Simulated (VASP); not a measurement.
# Mg (P6_3/mmc) in VASP: further runs, part 2 of 2

VASP 6.6.1. Earlier steps stand in the parts before.

## (4) Single point, r2SCAN (25.28 Å³/atom)

This run uses another cell than the first one, of 25.28 Å³/atom.

POSCAR reads:

```
Mg
1.0
    3.3016626053      0.0000000000      0.0000000000
   -1.6508313026      2.8593236909      0.0000000000
    0.0000000000      0.0000000000      5.3554245871
Mg
2
Direct
    0.3333333333      0.6666666667      0.2500000000
    0.6666666667      0.3333333333      0.7500000000
```

INCAR.step1 reads:

```
  PREC = Accurate
  ENCUT = 520
  ISMEAR = -1
  SIGMA = 0.1
  LREAL = F
  LASPH = T
  NELM = 100
  NBANDS = 9
  GGA = PE
  ALGO = Normal
  EDIFF = 1E-4
  LWAVE = T
  LCHARG = F
```

INCAR.step2 reads:

```
  PREC = Accurate
  ENCUT = 520
  EDIFF = 1E-7
  ISMEAR = -1
  SIGMA = 0.1
  LREAL = F
  LASPH = T
  NELM = 100
  ALGO = Normal
  ISIF = 2
  LWAVE = F
  LCHARG = T
  METAGGA = R2SCAN
  LMIXTAU = T
  LELF = T
  LVHAR = T
  NBANDS = 9
  ISTART = 1
```

KPOINTS reads:

```
Automatic mesh
0
Gamma
  19 19 10
```

Potentials or basis: VASP PAW PBE potentials, release 64 (Mg).

Command:

```
$ cat potpaw_PBE.64/Mg/POTCAR > POTCAR
$ cp INCAR.step1 INCAR
$ mpirun -np 1 vasp_std > vasp.out
$ cp INCAR.step2 INCAR
$ mpirun -np 1 vasp_std > vasp.out
```

OUTCAR:

```text
PREC = Accurate
   ENCUT = 520
   EDIFF = 1E-7
   ISMEAR = -1
   LREAL = F
   LASPH = T
   NELM = 100
   ISIF = 2
   METAGGA = R2SCAN
   ISTART = 1

 ion  position               nearest neighbor table
   1  0.333  0.667  0.250-   2 3.29   2 3.29   2 3.29   2 3.29   2 3.29   2 3.29
   2  0.667  0.333  0.750-   1 3.29   1 3.29   1 3.29   1 3.29   1 3.29   1 3.29

  LATTYP: Found a hexagonal cell.
 ALAT       =     3.3016626053
 C/A-ratio  =     1.6220387203

  Lattice vectors:

 A1 = (   3.3016626053,   0.0000000000,   0.0000000000)
 A2 = (  -1.6508313026,   2.8593236909,   0.0000000000)
 A3 = (   0.0000000000,   0.0000000000,   5.3554245871)

Analysis of symmetry for initial positions (statically):
=====================================================================
 Subroutine PRICEL returns:
 Original cell was already a primitive cell.

 Routine SETGRP: Setting up the symmetry group for a
 hexagonal supercell.

 Subroutine GETGRP returns: Found 24 space group operations
 (whereof 12 operations were pure point group operations)
 out of a pool of 24 trial point group operations.

[... 170 lines left out ...]

 k-point     1 :       0.0000    0.0000    0.0000
  band No.  band energies     occupation
      1      -4.8093      2.00000
      2       0.4249      2.00000
      3       0.9742      1.99999
      4      13.2585      0.00000
      5      13.2585      0.00000
      6      13.2991      0.00000
      7      13.2991      0.00000
      8      14.2213      0.00000
      9      15.7305      0.00000
[... 265 lines left out ...]
 k-point    24 :       0.3158    0.1053    0.0000
  band No.  band energies     occupation
      1      -2.0054      2.00000
      2       2.6930      0.01090
      3       3.0762      0.00024
      4       4.0352      0.00000
      5       6.8506      0.00000
      6       7.9519      0.00000
      7       8.9981      0.00000
      8      11.8819      0.00000
      9      12.6188      0.00000

 [... further k-points ...]

------------------------ aborting loop because EDIFF is reached ----------------------------------------

  FORCE on cell =-STRESS in cart. coord.  units (eV):
  Direction    XX          YY          ZZ          XY          YZ          ZX
  --------------------------------------------------------------------------------------
  -------------------------------------------------------------------------------------
  Total       -1.1914898     -1.1914898     -1.1943301     -0.0000000      0.0000000      0.0000000
  in kB      -37.7581736    -37.7581736    -37.8481846     -0.0000000      0.0000000      0.0000000
  external PRESSURE =     -37.7881773 kB  Pullay stress =       0.0000000 kB

 VOLUME and BASIS-vectors are now :
 -----------------------------------------------------------------------------
  energy-cutoff  :      520.00
  volume of cell :       50.56
      direct lattice vectors                 reciprocal lattice vectors
     3.301662605  0.000000000  0.000000000     0.302877707  0.174866526  0.000000000
    -1.650831303  2.859323691  0.000000000     0.000000000  0.349733052  0.000000000
     0.000000000  0.000000000  5.355424587     0.000000000  0.000000000  0.186726558

 POSITION                                       TOTAL-FORCE (eV/Angst)
 -----------------------------------------------------------------------------------
     -0.00000      1.90622      1.33886        -0.000000     -0.000000      0.000000
      1.65083      0.95311      4.01657         0.000000      0.000000      0.000000
 -----------------------------------------------------------------------------------
    total drift:                               -0.000000      0.000000     -0.000000

  FREE ENERGIE OF THE ION-ELECTRON SYSTEM (eV)
  ---------------------------------------------------
  free  energy   TOTEN  =        -8.2326563195 eV

  energy  without entropy=       -8.2039742443  energy(sigma->0) =       -8.21831528
```

OUTCAR.step1:

```text
PREC = Accurate
   ENCUT = 520
   ISMEAR = -1
   LREAL = F
   LASPH = T
   NELM = 100
[... 510 lines left out ...]
 -----------------------------------------------------------------------------------
     -0.00000      1.90622      1.33886        -0.000000      0.000000      0.000000
      1.65083      0.95311      4.01657         0.000000     -0.000000      0.000000
 -----------------------------------------------------------------------------------
    total drift:                               -0.000000      0.000000     -0.000000

  FREE ENERGIE OF THE ION-ELECTRON SYSTEM (eV)
  ---------------------------------------------------
  free  energy   TOTEN  =        -2.9772700712 eV

  energy  without entropy=       -2.9459984442  energy(sigma->0) =       -2.96163426
```

OSZICAR.step1:

```text
N       E                     dE             d eps       ncg     rms          rms(c)
DAV:   1    -0.392843877484E+00   -0.39284E+00   -0.12922E+03  4320   0.313E+02
DAV:   2    -0.295070103994E+01   -0.25579E+01   -0.24785E+01  5735   0.257E+01
DAV:   3    -0.299046215671E+01   -0.39761E-01   -0.39209E-01  5687   0.265E+00
DAV:   4    -0.299058652149E+01   -0.12436E-03   -0.12434E-03  5510   0.148E-01
DAV:   5    -0.299058709988E+01   -0.57839E-06   -0.57827E-06  5386   0.963E-03    0.972E-01
DAV:   6    -0.298495221268E+01    0.56349E-02   -0.92001E-04  4926   0.226E-01    0.624E-01
DAV:   7    -0.297725516448E+01    0.76970E-02   -0.36667E-03  4485   0.400E-01    0.364E-02
DAV:   8    -0.297727007124E+01   -0.14907E-04   -0.22594E-05  3822   0.285E-02
   1 F= -.29772701E+01 E0= -.29616343E+01  d E =-.312716E-01
```

Run time: 7.2 min. Hardware: 1 thread of AMD EPYC 7R13, shared host; peak memory 0.22 GiB.

Results:

```yaml
Free_energy: -8.2327 eV
Pressure: -3.8 GPa
Band_gap_on_the_k_mesh: zero (bands 2 and 3 overlap by 2.15 eV)
```

Levels at points of the mesh, in eV from the Fermi level:
| k point | band 1 | band 2 | band 3 | band 4 | band 5 | band 6 |
| --- | --- | --- | --- | --- | --- | --- |
| (0.00, 0.00, 0.00) | -6.98 | -1.75 | -1.20 | 11.09 | 11.09 | 11.13 |
| (0.00, 0.00, 0.50) | -5.59 | -5.59 | 5.11 | 5.11 | 11.87 | 11.87 |

Caveat: the cell stands under tension; the PAW data sets were made with another functional, which shifts forces and pressure a little.

## (5) Summary

| cell | gap on the mesh (eV) | pressure (GPa) |
| --- | --- | --- |
| a = 3.221, b = 3.221, c = 5.225 Å, angles 90.0, 90.0, 120.0°, 2 atoms | none | -1.6 |
| a = 3.262, b = 3.262, c = 5.291 Å, angles 90.0, 90.0, 120.0°, 2 atoms | none | -2.8 |
| a = 3.302, b = 3.302, c = 5.355 Å, angles 90.0, 90.0, 120.0°, 2 atoms | none | -3.8 |

Alike in all rows: task single point; level r2SCAN; potentials or basis VASP PAW PBE potentials, release 64 (Mg); no spin polarisation; k mesh 19 × 19 × 10; cutoff (eV) 520; smearing fermi-dirac 0.1 eV.

Caveats: the PAW data sets were made with another functional, which shifts forces and pressure a little; the cell stands under tension (at least some runs).

Total energies depend on the potentials used, so only differences within one code and one set of settings carry meaning.
